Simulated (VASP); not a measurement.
**BN: single point with r2SCAN**

BN:

```xyz
4
Lattice="2.5019 0.0000 0.0000 -1.2510 2.1667 0.0000 0.0000 0.0000 7.0727" Properties=species:S:1:pos:R:3 pbc="T T T"
B     0.0000    1.4445    1.7682
B     1.2510    0.7222    5.3045
N     0.0000    1.4445    5.3045
N     1.2510    0.7222    1.7682
```

* Program: VASP 6.6.1
* Task: single point
* Functional: r2SCAN
* Potentials or basis: VASP PAW PBE potentials, release 64 (B, N)
* Cutoff: 520 eV
* k mesh: 12 × 12 × 4
* Occupations: gaussian, width 0.02 eV
* Spin: no spin polarisation

The pressure is -0.1 GPa and the band gap on the k mesh is 4.97 eV (least direct gap 5.38 eV).

Stress tensor (GPa, compression positive):
```
 0.24  0.00  0.00
 0.00  0.24  0.00
 0.00  0.00 -0.72
```

Levels at points of the mesh, in eV from the valence-band top:
| k point | band 6 | band 7 | band 8 | band 9 | band 10 | band 11 |
| --- | --- | --- | --- | --- | --- | --- |
| (0.00, 0.00, 0.00) | -1.35 | -1.33 | -1.33 | 5.23 | 10.21 | 12.34 |
| (0.50, 0.00, 0.00) | -4.25 | -1.28 | -0.57 | 4.97 | 6.08 | 10.18 |
| (0.00, 0.00, 0.50) | -1.34 | -1.34 | -1.34 | 7.37 | 7.37 | 12.38 |
| (0.50, 0.00, 0.50) | -4.27 | -0.92 | -0.92 | 5.37 | 5.37 | 10.61 |

Run time: 61 s on 1 thread of AMD EPYC 9R45 96-Core Processor (Zen 5), with other jobs on the host, peak memory 0.14 GiB.

Caveat: the PAW data sets were made with another functional, which shifts forces and pressure a little. A k mesh can miss the band edges.
